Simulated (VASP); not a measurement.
# Zr (P6_3/mmc) in VASP: single point with PBEsol

Aim: the single point of Zr with PBEsol.

Everything below comes from runs of VASP 6.6.1. Logs are shortened: lines on timing, memory, paths and dates and some standing lists are left out, and cuts for length are marked.

## 1. The cell of the first run

It takes space group P6_3/mmc (No. 194, hexagonal). The conventional cell has a = 3.186 Å, b = 3.186 Å, c = 5.112 Å, α = 90.00°, β = 90.00°, γ = 120.00°. Within 4.1 Å of Zr (site symmetry -6m2) lie 12 Zr at 3.15 to 3.19 Å.

## 2. Single point, PBEsol

Contents of INCAR:

```
SYSTEM = Zr
  PREC = Accurate
  ENCUT = 520
  EDIFF = 1E-6
  ISMEAR = 0
  SIGMA = 0.1
  LREAL = .FALSE.
  LASPH = .TRUE.
  NELM = 80
  ALGO = Fast
  ISIF = 2
  LWAVE = .FALSE.
  LCHARG = .TRUE.
  GGA = PS
  LELF = .TRUE.
  LVHAR = .TRUE.
  NBANDS = 19
```

Contents of KPOINTS:

```
Automatic mesh
0
G
  18 18 8
  0 0 0
```

Contents of POSCAR:

```
Zr
1.0
    3.1861331942      0.0000000000      0.0000000000
   -1.5930665971      2.7592722860      0.0000000000
    0.0000000000      0.0000000000      5.1115283638
Zr
2
Direct
    0.3333333333      0.6666666667      0.2500000000
    0.6666666667      0.3333333333      0.7500000000
```

Potentials or basis: VASP PAW PBE potentials, release 64 (Zr_sv).

The run is started by

```
$ cat potpaw_PBE.64/Zr_sv/POTCAR > POTCAR
$ mpirun -np 1 vasp_std > vasp.out
```

OUTCAR:

```text
SYSTEM = Zr
   PREC = Accurate
   ENCUT = 520
   EDIFF = 1E-6
   ISMEAR = 0
   LREAL = .FALSE.
   LASPH = .TRUE.
   NELM = 80
   ISIF = 2
   GGA = PS

 ion  position               nearest neighbor table
   1  0.333  0.667  0.250-   2 3.15   2 3.15   2 3.15   2 3.15   2 3.15   2 3.15
   2  0.667  0.333  0.750-   1 3.15   1 3.15   1 3.15   1 3.15   1 3.15   1 3.15

  LATTYP: Found a hexagonal cell.
 ALAT       =     3.1861331942
 C/A-ratio  =     1.6043046703

  Lattice vectors:

 A1 = (   3.1861331942,   0.0000000000,   0.0000000000)
 A2 = (  -1.5930665971,   2.7592722860,   0.0000000000)
 A3 = (   0.0000000000,   0.0000000000,   5.1115283638)

Analysis of symmetry for initial positions (statically):
=====================================================================
 Subroutine PRICEL returns:
 Original cell was already a primitive cell.

 Routine SETGRP: Setting up the symmetry group for a
 hexagonal supercell.

 Subroutine GETGRP returns: Found 24 space group operations
 (whereof 12 operations were pure point group operations)
 out of a pool of 24 trial point group operations.

The static configuration has the point symmetry D_3d.
 The point group associated with its full space group is D_6h.

Analysis of symmetry for dynamics (positions and initial velocities):
=====================================================================
 Subroutine PRICEL returns:
 Original cell was already a primitive cell.

 Routine SETGRP: Setting up the symmetry group for a
 hexagonal supercell.

 Subroutine GETGRP returns: Found 24 space group operations
 (whereof 12 operations were pure point group operations)
 out of a pool of 24 trial point group operations.

The dynamic configuration has the point symmetry D_3d.
 The point group associated with its full space group is D_6h.

 Subroutine INISYM returns: Found 24 space group operations
 (whereof 12 operations are pure point group operations),
 and found     1 'primitive' translations

----------------------------------------------------------------------------------------

                                     Primitive cell

  volume of cell :      44.9375

  direct lattice vectors                    reciprocal lattice vectors
     3.186133194  0.000000000  0.000000000     0.313860074  0.181207198  0.000000000
    -1.593066597  2.759272286  0.000000000     0.000000000  0.362414396  0.000000000
     0.000000000  0.000000000  5.111528364     0.000000000  0.000000000  0.195636203

  length of vectors
     3.186133194  3.186133194  5.111528364     0.362414396  0.362414396  0.195636203

  position of ions in fractional coordinates (direct lattice)
     0.333333333  0.666666667  0.250000000
     0.666666667  0.333333333  0.750000000

  ion indices of the primitive-cell ions
   primitive index   ion index
                 1           1
                 2           2

----------------------------------------------------------------------------------------

 KPOINTS: Automatic mesh

Automatic generation of k-mesh.
 Grid dimensions read from file:
 generate k-points for:   18   18    8

 Generating k-lattice:

  Cartesian coordinates                     Fractional coordinates (reciprocal lattice)
     0.017436671  0.010067067  0.000000000     0.055555556  0.000000000  0.000000000
     0.000000000  0.020134133  0.000000000     0.000000000  0.055555556  0.000000000
     0.000000000  0.000000000  0.024454525     0.000000000  0.000000000  0.125000000

  Length of vectors
     0.020134133  0.020134133  0.024454525

  Shift w.r.t. Gamma in fractional coordinates (k-lattice)
     0.000000000  0.000000000  0.000000000

 Subroutine IBZKPT returns following result:
 ===========================================

 Found    185 irreducible k-points:

 Following reciprocal coordinates:
            Coordinates               Weight
  0.000000  0.000000  0.000000      1.000000
  0.055556  0.000000  0.000000      6.000000
  0.111111  0.000000  0.000000      6.000000
  0.166667  0.000000  0.000000      6.000000
  0.222222  0.000000  0.000000      6.000000
  0.277778  0.000000  0.000000      6.000000
[... 16 lines left out ...]
  0.333333  0.111111  0.000000     12.000000
  0.388889  0.111111  0.000000     12.000000
 [... further k-points ...]
   k-points           NKPTS =    185   k-points in BZ     NKDIM =    185   number of bands    NBANDS=     19
   number of dos      NEDOS =    301   number of ions     NIONS =      2
   total plane-waves  NPLWV =  23040
   dimension x,y,z NGX =    24 NGY =   24 NGZ =   40
   dimension x,y,z NGXF=    48 NGYF=   48 NGZF=   80
   ions per type =               2
   NGX,Y,Z   is equivalent  to a cutoff of  12.52, 12.52, 13.01 a.u.
   NGXF,Y,Z  is equivalent  to a cutoff of  25.05, 25.05, 26.02 a.u.
 SYSTEM =  Zr
   PREC   = accura    normal or accurate (medium, high low for compatibility)
   ISTART =      0    job   : 0-new  1-cont  2-samecut
   ICHARG =      2    charge: 1-file 2-atom 10-const
   ISPIN  =      1    spin polarized calculation?
   LNONCOLLINEAR =      F non collinear calculations
   LSORBIT =      F    spin-orbit coupling
   LASPH  =      T    aspherical Exc in radial PAW
   ENCUT  =  520.0 eV  38.22 Ry    6.18 a.u.   5.92  5.92  9.50*2*pi/ulx,y,z
   NELM   =     80;   NELMIN=  2; NELMDL= -5     # of ELM steps
   EDIFF  = 0.1E-05   stopping-criterion for ELM
   LREAL  =      F    real-space projection
   EDIFFG = 0.1E-04   stopping-criterion for IOM
   NSW    =      0    number of steps for IOM
   IBRION =     -1    ionic relax: 0-MD 1-quasi-New 2-CG
   NFREE  =      0    steps in history (QN), initial steepest desc. (CG)
   ISIF   =      2    stress and relaxation
   ISYM   =      2    0-nonsym 1-usesym 2-fastsym
   POTIM  = 0.5000    time-step for ionic-motion
   TEBEG  =    0.0;   TEEND  =   0.0 temperature during run
   PSTRESS=    0.0 pullay stress
   NELECT =      24.0000    total number of electrons
   NUPDOWN=      -1.0000    fix difference up-down
   EMIN   =  10.00;   EMAX   =-10.00  energy-range for DOS
   EFERMI =   0.00;   METHOD = LEGACY
   ISMEAR =     0;   SIGMA  =   0.10  broadening in eV -4-tet -1-fermi 0-gaus
   EFERMI_NEDOS =   21; number of points for ismear=-14 and -15
   IALGO  =     68    algorithm
   IMIX   =      4    mixing-type and parameters
     AMIX     =   0.40;   BMIX     =  1.00
     AMIX_MAG =   1.60;   BMIX_MAG =  1.00
  volume/ion in A,a.u.               =      22.47       151.63
  Fermi-wavevector in a.u.,A,eV,Ry     =   1.328237  2.510003 24.003573  1.764213
  Thomas-Fermi vector in A             =   2.457489
   LORBIT       =      0    0 simple, 1 ext, 2 COOP (PROOUT), +10 PAW based schemes
   GGA     = PS    functional components
   LHFCALC =     F    Hartree Fock is set to
   AEXX    =    0.0000 exact exchange contribution
   IVDW    =     0    specifies the selected vdW correction
   LEPSILON=     F    determine dielectric tensor
   LRPA    =     F    only Hartree local field effects (RPA)
 non-spin polarized calculation
 RMM-DIIS sequential band-by-band and
 Gauss-broadening in eV      SIGMA  =   0.10
  energy-cutoff  :      520.00
  volume of cell :       44.94
 maximum number of plane-waves:      1228
 NGX is ok and might be reduce to    24
   NGX = 11   NGY = 11   NGZ = 19

 number of electron      24.0000000 magnetization

 Free energy of the ion-electron system (eV)
  ---------------------------------------------------
  ext. energy  EPLUGINS =         0.00000000
  ---------------------------------------------------
  free energy    TOTEN  =       -18.16696509 eV

  energy without entropy =      -18.15602270  energy(sigma->0) =      -18.16149390

 E-fermi :   9.2673     XC(G=0): -11.3659

 val. band max:        9.2659114337   @ k =   0.2778   0.2222   0.5000
 cond. band min:       9.2739578303   @ k =   0.0000   0.0000   0.5000
 fundamental gap:      0.0080463966
 Fermi energy:         9.2672863717

 k-point     1 :       0.0000    0.0000    0.0000
  band No.  band energies     occupation
      1     -39.4044      2.00000
      2     -39.2284      2.00000
      3     -18.0163      2.00000
      4     -17.0352      2.00000
      5     -17.0352      2.00000
      6     -16.8931      2.00000
[... 11 lines left out ...]
     18      11.5128      0.00000
     19      13.8876      0.00000

 k-point     2 :       0.0556    0.0000    0.0000
  band No.  band energies     occupation
      1     -39.4002      2.00000
      2     -39.2266      2.00000
      3     -18.0056      2.00000
      4     -17.0598      2.00000
      5     -17.0432      2.00000
      6     -16.9076      2.00000
[... 11 lines left out ...]
     18      11.4296      0.00000
     19      13.9525      0.00000

 k-point     3 :       0.1111    0.0000    0.0000
  band No.  band energies     occupation
      1     -39.3881      2.00000
      2     -39.2213      2.00000
      3     -17.9742      2.00000
      4     -17.1306      2.00000
      5     -17.0657      2.00000
      6     -16.9801      2.00000
[... 11 lines left out ...]
     18      11.2143      0.00000
     19      14.1036      0.00000

 k-point     4 :       0.1667    0.0000    0.0000
  band No.  band energies     occupation
      1     -39.3691      2.00000
      2     -39.2136      2.00000
      3     -17.9239      2.00000
      4     -17.2388      2.00000
      5     -17.0992      2.00000
      6     -17.0886      2.00000
[... 407 lines left out ...]
     18      13.9719      0.00000
     19      14.5020      0.00000

 k-point    23 :       0.3333    0.1111    0.0000
  band No.  band energies     occupation
      1     -39.2611      2.00000
      2     -39.1859      2.00000
      3     -17.7261      2.00000
      4     -17.5950      2.00000
      5     -17.5632      2.00000
      6     -17.2863      2.00000
[... 11 lines left out ...]
     18      14.5397      0.00000
     19      14.7547      0.00000

 k-point    24 :       0.3889    0.1111    0.0000
  band No.  band energies     occupation
      1     -39.2441      2.00000
      2     -39.1862      2.00000
      3     -17.7897      2.00000
      4     -17.6075      2.00000
      5     -17.5309      2.00000
      6     -17.3162      2.00000
[... 11 lines left out ...]
     18      14.5593      0.00000
     19      15.4584      0.00000

 [... further k-points ...]

------------------------ aborting loop because EDIFF is reached ----------------------------------------

  FORCE on cell =-STRESS in cart. coord.  units (eV):
  Direction    XX          YY          ZZ          XY          YZ          ZX
  --------------------------------------------------------------------------------------
  -------------------------------------------------------------------------------------
  Total        0.0248966      0.0248966      0.0284083      0.0000000     -0.0000000      0.0000000
  in kB        0.8876478      0.8876478      1.0128539      0.0000000     -0.0000000      0.0000000
  external PRESSURE =       0.9293831 kB  Pullay stress =       0.0000000 kB

 VOLUME and BASIS-vectors are now :
 -----------------------------------------------------------------------------
  energy-cutoff  :      520.00
  volume of cell :       44.94
      direct lattice vectors                 reciprocal lattice vectors
     3.186133194  0.000000000  0.000000000     0.313860074  0.181207198  0.000000000
    -1.593066597  2.759272286  0.000000000     0.000000000  0.362414396  0.000000000
     0.000000000  0.000000000  5.111528364     0.000000000  0.000000000  0.195636203

 POSITION                                       TOTAL-FORCE (eV/Angst)
 -----------------------------------------------------------------------------------
     -0.00000      1.83951      1.27788        -0.000000      0.000000      0.000000
      1.59307      0.91976      3.83365         0.000000     -0.000000      0.000000
 -----------------------------------------------------------------------------------
    total drift:                               -0.000000      0.000000     -0.000000

  FREE ENERGIE OF THE ION-ELECTRON SYSTEM (eV)
  ---------------------------------------------------
  free  energy   TOTEN  =       -18.1669650942 eV

  energy  without entropy=      -18.1560227033  energy(sigma->0) =      -18.16149390
```

It took 4.5 min on 1 thread of Intel Xeon 8259CL, shared host; peak memory 0.25 GiB.

Results:

- Free energy: -18.1670 eV
- Pressure: 0.1 GPa
- Band gap on the k mesh: zero (bands 12 and 13 overlap by 1.20 eV)

Caveat: the PAW data sets were made with another functional, which shifts forces and pressure a little.
